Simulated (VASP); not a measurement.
HoSiI4, 6 atoms in the cell. It takes space group P-6m2 (No. 187, hexagonal). The conventional cell has a = 8.256 Å, b = 8.256 Å, c = 4.199 Å, α = 90.00°, β = 90.00°, γ = 120.00°. Within 5.5 Å of Ho (site symmetry -6m2) lie 2 Ho at 4.20 Å and 15 I at 4.64 to 4.77 Å and 3 Si at 4.77 Å. Within 3.9 Å of Si (site symmetry -6m2) lie 6 I at 2.96 Å. Within 4.5 Å of I (site symmetry -6m2) lie 8 I at 3.40 to 4.20 Å. Within 3.9 Å of I (site symmetry mm2) lie 2 Si at 2.96 Å and 4 I at 3.40 to 3.62 Å. The cell was built from a structure type or drawn by symmetry, and may not be a known phase.

| Property | Result |
| --- | --- |
| Program | VASP 6.6.1 |
| Task | single point |
| Functional | PBE |
| Potentials or basis | VASP PAW PBE potentials, release 64 (Ho_3, Si, I), 4f in core |
| Cutoff | 500 eV |
| k mesh | 3 × 3 × 3 |
| Occupations | gaussian, width 0.2 eV |
| Spin | no spin polarisation |
| Dipole correction | no |
| Mended | yes |
| Further INCAR settings | ALGO = Normal; EDIFF = 1e-06; NBANDS = 30 |

Potentials or basis: VASP PAW PBE potentials, release 64 (Ho_3, Si, I), 4f in core.

Run with:

```console
$ cat potpaw_PBE.64/Ho_3/POTCAR potpaw_PBE.64/Si/POTCAR potpaw_PBE.64/I/POTCAR > POTCAR
$ mpirun -np 1 vasp_std > vasp.out
```

Hardware: 1 thread of Intel(R) Xeon(R) 6975P-C (Granite Rapids), with other jobs on the host.

How long does it take, and how much memory?

Run time: 38 s on 1 thread of Intel(R) Xeon(R) 6975P-C (Granite Rapids) (shared host), peak memory 0.33 GiB. Counts: scf iterations 14, k points 6.
